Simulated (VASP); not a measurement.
# Si (Fd-3m) in VASP: a series of runs

The runs below take Si through single point, relaxation of cell and atoms, with RPBE.

All numbers are computed with VASP 6.6.1; they aren't measurements. Logs are shortened: lines on timing, memory, paths and dates and some standing lists are left out, and cuts for length are marked.

### Step 1. The cell of the first run

Symmetry: Fd-3m, No. 227, cubic system. The conventional cell has a = 5.503 Å, b = 5.503 Å, c = 5.503 Å, α = 90.00°, β = 90.00°, γ = 90.00°. Si (site symmetry -43m) has 4 Si at 2.38 Å within 3.1 Å.

### Step 2. Single point, RPBE

INCAR

```
ALGO = Normal
EDIFF = 1E-7
ENCUT = 520
GGA = RP
ISIF = 2
ISMEAR = 1
LASPH = T
LCHARG = F
LREAL = F
LWAVE = F
NBANDS = 11
NELM = 100
PREC = Accurate
SIGMA = 0.05
```

KPOINTS

```
k-points
0
Gamma
  7 7 7
```

POSCAR

```
Si
1.0
    0.0000000000      2.7512604028      2.7512604028
    2.7512604028      0.0000000000      2.7512604028
    2.7512604028      2.7512604028      0.0000000000
Si
2
Direct
    0.7500000000      0.7500000000      0.7500000000
    0.5000000000      0.5000000000      0.5000000000
```

Potentials or basis: VASP PAW PBE potentials, release 64 (Si).

Command:

```console
$ cat potpaw_PBE.64/Si/POTCAR > POTCAR
$ mpirun -np 1 vasp_std > vasp.out
```

OUTCAR:

```text
EDIFF = 1E-7
   ENCUT = 520
   GGA = RP
   ISIF = 2
   ISMEAR = 1
   LASPH = T
   LREAL = F
   NELM = 100
   PREC = Accurate

 ion  position               nearest neighbor table
   1  0.750  0.750  0.750-   2 2.38   2 2.38   2 2.38   2 2.38
   2  0.500  0.500  0.500-   1 2.38   1 2.38   1 2.38   1 2.38

  LATTYP: Found a face centered cubic cell.
 ALAT       =     5.5025208056

  Lattice vectors:

 A1 = (   0.0000000000,   2.7512604028,   2.7512604028)
 A2 = (   2.7512604028,   0.0000000000,   2.7512604028)
 A3 = (   2.7512604028,   2.7512604028,   0.0000000000)

Analysis of symmetry for initial positions (statically):
=====================================================================
 Subroutine PRICEL returns:
 Original cell was already a primitive cell.

 Routine SETGRP: Setting up the symmetry group for a
 face centered cubic supercell.

 Subroutine GETGRP returns: Found 48 space group operations
 (whereof 24 operations were pure point group operations)
 out of a pool of 48 trial point group operations.

The static configuration has the point symmetry T_d .
 The point group associated with its full space group is O_h .

Analysis of symmetry for dynamics (positions and initial velocities):
=====================================================================
 Subroutine PRICEL returns:
 Original cell was already a primitive cell.

 Routine SETGRP: Setting up the symmetry group for a
 face centered cubic supercell.

 Subroutine GETGRP returns: Found 48 space group operations
 (whereof 24 operations were pure point group operations)
 out of a pool of 48 trial point group operations.

The dynamic configuration has the point symmetry T_d .
 The point group associated with its full space group is O_h .

 Subroutine INISYM returns: Found 48 space group operations
 (whereof 24 operations are pure point group operations),
 and found     1 'primitive' translations

----------------------------------------------------------------------------------------

                                     Primitive cell

  volume of cell :      41.6510

  direct lattice vectors                    reciprocal lattice vectors
     0.000000000  2.751260403  2.751260403    -0.181734888  0.181734888  0.181734888
     2.751260403  0.000000000  2.751260403     0.181734888 -0.181734888  0.181734888
     2.751260403  2.751260403  0.000000000     0.181734888  0.181734888 -0.181734888

  length of vectors
     3.890869775  3.890869775  3.890869775     0.314774059  0.314774059  0.314774059

  position of ions in fractional coordinates (direct lattice)
     0.750000000  0.750000000  0.750000000
     0.500000000  0.500000000  0.500000000

  ion indices of the primitive-cell ions
   primitive index   ion index
                 1           1
                 2           2

----------------------------------------------------------------------------------------

 KPOINTS: k-points

Automatic generation of k-mesh.
 Grid dimensions read from file:
 generate k-points for:    7    7    7

 Generating k-lattice:

  Cartesian coordinates                     Fractional coordinates (reciprocal lattice)
    -0.025962127  0.025962127  0.025962127     0.142857143  0.000000000  0.000000000
     0.025962127 -0.025962127  0.025962127     0.000000000  0.142857143  0.000000000
     0.025962127  0.025962127 -0.025962127     0.000000000  0.000000000  0.142857143

  Length of vectors
     0.044967723  0.044967723  0.044967723

  Shift w.r.t. Gamma in fractional coordinates (k-lattice)
     0.000000000  0.000000000  0.000000000

 Subroutine IBZKPT returns following result:
 ===========================================

 Found     20 irreducible k-points:

 Following reciprocal coordinates:
            Coordinates               Weight
  0.000000  0.000000  0.000000      1.000000
  0.142857  0.000000  0.000000      8.000000
  0.285714  0.000000  0.000000      8.000000
  0.428571  0.000000  0.000000      8.000000
  0.142857  0.142857  0.000000      6.000000
  0.285714  0.142857  0.000000     24.000000
[... 12 lines left out ...]
 -0.428571  0.428571  0.142857     24.000000
 -0.285714  0.428571  0.142857     24.000000
   k-points           NKPTS =     20   k-points in BZ     NKDIM =     20   number of bands    NBANDS=     11
   number of dos      NEDOS =    301   number of ions     NIONS =      2
   total plane-waves  NPLWV =  27000
   dimension x,y,z NGX =    30 NGY =   30 NGZ =   30
   dimension x,y,z NGXF=    60 NGYF=   60 NGZF=   60
   ions per type =               2
   NGX,Y,Z   is equivalent  to a cutoff of  12.82, 12.82, 12.82 a.u.
   NGXF,Y,Z  is equivalent  to a cutoff of  25.64, 25.64, 25.64 a.u.
 SYSTEM =  unknown system
   PREC   = accura    normal or accurate (medium, high low for compatibility)
   ISTART =      0    job   : 0-new  1-cont  2-samecut
   ICHARG =      2    charge: 1-file 2-atom 10-const
   ISPIN  =      1    spin polarized calculation?
   LNONCOLLINEAR =      F non collinear calculations
   LSORBIT =      F    spin-orbit coupling
   LASPH  =      T    aspherical Exc in radial PAW
   ENCUT  =  520.0 eV  38.22 Ry    6.18 a.u.   7.23  7.23  7.23*2*pi/ulx,y,z
   NELM   =    100;   NELMIN=  2; NELMDL= -5     # of ELM steps
   EDIFF  = 0.1E-06   stopping-criterion for ELM
   LREAL  =      F    real-space projection
   EDIFFG = 0.1E-05   stopping-criterion for IOM
   NSW    =      0    number of steps for IOM
   IBRION =     -1    ionic relax: 0-MD 1-quasi-New 2-CG
   NFREE  =      0    steps in history (QN), initial steepest desc. (CG)
   ISIF   =      2    stress and relaxation
   ISYM   =      2    0-nonsym 1-usesym 2-fastsym
   POTIM  = 0.5000    time-step for ionic-motion
   TEBEG  =    0.0;   TEEND  =   0.0 temperature during run
   PSTRESS=    0.0 pullay stress
   NELECT =       8.0000    total number of electrons
   NUPDOWN=      -1.0000    fix difference up-down
   EMIN   =  10.00;   EMAX   =-10.00  energy-range for DOS
   EFERMI =   0.00;   METHOD = LEGACY
   ISMEAR =     1;   SIGMA  =   0.05  broadening in eV -4-tet -1-fermi 0-gaus
   EFERMI_NEDOS =   21; number of points for ismear=-14 and -15
   IALGO  =     38    algorithm
   IMIX   =      4    mixing-type and parameters
     AMIX     =   0.40;   BMIX     =  1.00
     AMIX_MAG =   1.60;   BMIX_MAG =  1.00
  volume/ion in A,a.u.               =      20.83       140.54
  Fermi-wavevector in a.u.,A,eV,Ry     =   0.944561  1.784961 12.139045  0.892195
  Thomas-Fermi vector in A             =   2.072377
   LORBIT       =      0    0 simple, 1 ext, 2 COOP (PROOUT), +10 PAW based schemes
   GGA     = RP    functional components
   LHFCALC =     F    Hartree Fock is set to
   AEXX    =    0.0000 exact exchange contribution
   IVDW    =     0    specifies the selected vdW correction
   LEPSILON=     F    determine dielectric tensor
   LRPA    =     F    only Hartree local field effects (RPA)
 non-spin polarized calculation
 Methfessel and Paxton  Order N= 1 SIGMA  =   0.05
  energy-cutoff  :      520.00
  volume of cell :       41.65
 maximum number of plane-waves:      1139
 NGX is ok and might be reduce to    30
   NGX = 15   NGY = 15   NGZ = 15

 number of electron       8.0000001 magnetization

 Free energy of the ion-electron system (eV)
  ---------------------------------------------------
  ext. energy  EPLUGINS =         0.00000000
  ---------------------------------------------------
  free energy    TOTEN  =       -10.31686236 eV

  energy without entropy =      -10.31688771  energy(sigma->0) =      -10.31687081

 E-fermi :   5.5504     XC(G=0):  -9.1558

 val. band max:        5.5083154119   @ k =   0.0000   0.0000   0.0000
 cond. band min:       6.2125739507   @ k =   0.4286   0.4286   0.0000
 fundamental gap:      0.7042585388
 Fermi energy:         5.5504095017

 k-point     1 :       0.0000    0.0000    0.0000
  band No.  band energies     occupation
      1      -6.1592      2.00000
      2       5.5083      2.00000
      3       5.5083      2.00000
      4       5.5083      2.00000
      5       8.0610      0.00000
      6       8.0610      0.00000
      7       8.0610      0.00000
      8       8.5533      0.00000
      9      13.1526      0.00000
     10      13.1526      0.00000
     11      13.5339      0.00000

 k-point     2 :       0.1429    0.0000    0.0000
  band No.  band energies     occupation
      1      -5.9023      2.00000
      2       3.6119      2.00000
      3       5.1655      2.00000
      4       5.1655      2.00000
      5       7.8766      0.00000
      6       8.5634      0.00000
      7       8.5634      0.00000
      8      10.2884      0.00000
      9      12.6357      0.00000
     10      12.6357      0.00000
     11      14.4441      0.00000

 k-point     3 :       0.2857    0.0000    0.0000
  band No.  band energies     occupation
      1      -5.1636      2.00000
      2       1.0692      2.00000
      3       4.6647      2.00000
      4       4.6647      2.00000
      5       7.3464      0.00000
      6       9.0257      0.00000
      7       9.0257      0.00000
      8      12.7809      0.00000
      9      12.9154      0.00000
     10      12.9154      0.00000
     11      14.4251      0.00000

 k-point     4 :       0.4286    0.0000    0.0000
  band No.  band energies     occupation
      1      -4.1700      2.00000
      2      -0.8870      2.00000
      3       4.3822      2.00000
      4       4.3822      2.00000
      5       7.0257      0.00000
      6       8.9052      0.00000
      7       8.9052      0.00000
      8      13.3776      0.00000
      9      14.8619      0.00000
     10      14.8619      0.00000
     11      15.8616      0.00000

 k-point     5 :       0.1429    0.1429    0.0000
  band No.  band energies     occupation
      1      -5.8153      2.00000
      2       3.8618      2.00000
      3       4.5798      2.00000
      4       4.5798      2.00000
      5       7.4291      0.00000
      6       9.4134      0.00000
      7       9.4134      0.00000
      8       9.7435      0.00000
      9      11.8973      0.00000
     10      13.5370      0.00000
     11      14.8487      0.00000
[... 155 lines left out ...]
 k-point    17 :       0.4286    0.2857    0.1429
  band No.  band energies     occupation
      1      -4.5041      2.00000
      2       0.6803      2.00000
      3       2.5352      2.00000
      4       3.7935      2.00000
      5       8.1163      0.00000
      6       9.3322      0.00000
      7       9.6257      0.00000
      8      11.5393      0.00000
      9      13.6204      0.00000
     10      16.3330      0.00000
     11      16.6307      0.00000

 k-point    18 :      -0.4286    0.2857    0.1429
  band No.  band energies     occupation
      1      -3.5065      2.00000
      2      -0.7907      2.00000
      3       1.9755      2.00000
      4       3.2859      2.00000
      5       8.5957      0.00000
      6       8.9911      0.00000
      7      10.9248      0.00000
      8      11.9914      0.00000
      9      13.7138      0.00000
     10      15.3198      0.00000
     11      17.5809      0.00000

 k-point    19 :      -0.4286    0.4286    0.1429
  band No.  band energies     occupation
      1      -2.9780      2.00000
      2      -1.1331      2.00000
      3       2.0729      2.00000
      4       2.4682      2.00000
      5       7.7763      0.00000
      6       8.1521      0.00000
      7      11.5604      0.00000
      8      13.9889      0.00000
      9      14.5036      0.00000
     10      16.3280      0.00000
     11      17.7127      0.00000

 k-point    20 :      -0.2857    0.4286    0.1429
  band No.  band energies     occupation
      1      -2.5657      2.00000
      2      -1.5136      2.00000
      3       1.4724      2.00000
      4       2.5554      2.00000
      5       8.2915      0.00000
      6      10.3690      0.00000
      7      11.0417      0.00000
      8      11.2223      0.00000
      9      14.4011      0.00000
     10      15.5508      0.00000
     11      18.4214      0.00000

------------------------ aborting loop because EDIFF is reached ----------------------------------------

  FORCE on cell =-STRESS in cart. coord.  units (eV):
  Direction    XX          YY          ZZ          XY          YZ          ZX
  --------------------------------------------------------------------------------------
  -------------------------------------------------------------------------------------
  Total       -0.0572974     -0.0572974     -0.0572974      0.0000000      0.0000000      0.0000000
  in kB       -2.2040443     -2.2040443     -2.2040443      0.0000000      0.0000000      0.0000000
  external PRESSURE =      -2.2040443 kB  Pullay stress =       0.0000000 kB

 VOLUME and BASIS-vectors are now :
 -----------------------------------------------------------------------------
  energy-cutoff  :      520.00
  volume of cell :       41.65
      direct lattice vectors                 reciprocal lattice vectors
     0.000000000  2.751260403  2.751260403    -0.181734888  0.181734888  0.181734888
     2.751260403  0.000000000  2.751260403     0.181734888 -0.181734888  0.181734888
     2.751260403  2.751260403  0.000000000     0.181734888  0.181734888 -0.181734888

 POSITION                                       TOTAL-FORCE (eV/Angst)
 -----------------------------------------------------------------------------------
      4.12689      4.12689      4.12689        -0.000000     -0.000000     -0.000000
      2.75126      2.75126      2.75126         0.000000      0.000000      0.000000
 -----------------------------------------------------------------------------------
    total drift:                                0.000000     -0.000000     -0.000000

  FREE ENERGIE OF THE ION-ELECTRON SYSTEM (eV)
  ---------------------------------------------------
  free  energy   TOTEN  =       -10.3168623564 eV

  energy  without entropy=      -10.3168877117  energy(sigma->0) =      -10.31687081
```

Wall time 9.7 s (1 thread of Intel Xeon Platinum 8259CL at 2.50GHz (Skylake/Cascade Lake), shared host); peak memory 0.15 GiB.

Results:

```yaml
Free_energy: -10.3169 eV
Pressure: -0.2 GPa
Band_gap_on_the_k_mesh: 0.70 eV (least direct gap 2.55 eV)
```

Caveat: semilocal functionals underestimate gaps, and a narrow one can read as zero; the PAW data sets were made with another functional, which shifts forces and pressure a little; an odd mesh through Γ misses points on the zone boundary, where band edges can lie.

### Step 3. Relaxation of cell and atoms, RPBE

This run uses another cell than the first one, of 19.98 Å³/atom.

INCAR

```
PREC     = Accurate       # precision mode
ENCUT    = 600            # plane-wave cutoff, eV
EDIFF    = 1E-6           # SCF threshold, eV
ISMEAR   = 1              # smearing method
SIGMA    = 0.05           # smearing width, eV
LREAL    = False          # projectors in reciprocal space
LASPH    = True           # aspherical terms in the spheres
NELM     = 100            # most SCF steps
ALGO     = Normal         # electronic algorithm
ISIF     = 3              # what is computed and relaxed
LWAVE    = False          # write WAVECAR
LCHARG   = False          # write CHGCAR
GGA      = RP             # functional
IBRION   = 2              # ionic algorithm
NSW      = 80             # ionic steps
EDIFFG   = -0.02          # ionic threshold
```

KPOINTS

```
regular mesh
0
Gamma
  7 7 7
```

POSCAR

```
Si
1.0
    0.0000000000      2.7135600000      2.7135600000
    2.7135600000      0.0000000000      2.7135600000
    2.7135600000      2.7135600000      0.0000000000
Si
2
Direct
    0.7500000000      0.7500000000      0.7500000000
    0.5000000000      0.5000000000      0.5000000000
```

Potentials or basis: VASP PAW PBE potentials, release 64 (Si).

Command:

```console
$ cat potpaw_PBE.64/Si/POTCAR > POTCAR
$ mpirun -np 1 vasp_std > vasp.out
```

Wall time 13 s (1 thread of Intel Xeon Platinum 8259CL at 2.50GHz (Skylake/Cascade Lake), shared host); peak memory 0.17 GiB.

Results (log left out):

```
Free energy                           : -10.3171 eV
Relaxed volume                        : 20.77 Å³/atom
Relaxed cell                          : a = 3.888 Å, b = 3.888 Å, c = 3.888 Å, α = 60.00°, β = 60.00°, γ = 60.00°
Space group after relaxing (to 0.1 Å) : Fd-3m (No. 227)
Energy gained by relaxing             : 8.6 meV/atom
Ionic steps                           : 3
Pressure after relaxing               : 0.0 GPa
Band gap on the k mesh                : 0.70 eV (least direct gap 2.55 eV)
```

The path:
| step | energy change (eV) | largest force (eV/Å) | pressure (GPa) | volume (Å³) |
| --- | --- | --- | --- | --- |
| 1 | 0.0000 | 0.0000 | 3.62 | 39.96 |
| 2 | -0.0100 | 0.0000 | -2.09 | 42.63 |
| 3 | -0.0172 | 0.0000 | 0.00 | 41.54 |

Final structure:
```xyz
2
Lattice="0.0000 2.7489 2.7489 2.7489 0.0000 2.7489 2.7489 2.7489 0.0000" Properties=species:S:1:pos:R:3 pbc="T T T"
Si    4.1234    4.1234    4.1234
Si    2.7489    2.7489    2.7489
```

Levels at points of the mesh, in eV from the valence-band top:
```tsv
k point	band 1	band 2	band 3	band 4	band 5	band 6	band 7	band 8
(0.00, 0.00, 0.00)	-11.68	0.00	0.00	0.00	2.55	2.55	2.55	3.07
```

Caveat: semilocal functionals underestimate gaps, and a narrow one can read as zero; the PAW data sets were made with another functional, which shifts forces and pressure a little; an odd mesh through Γ misses points on the zone boundary, where band edges can lie. RPBE and its kin give volumes clearly too large for solids.
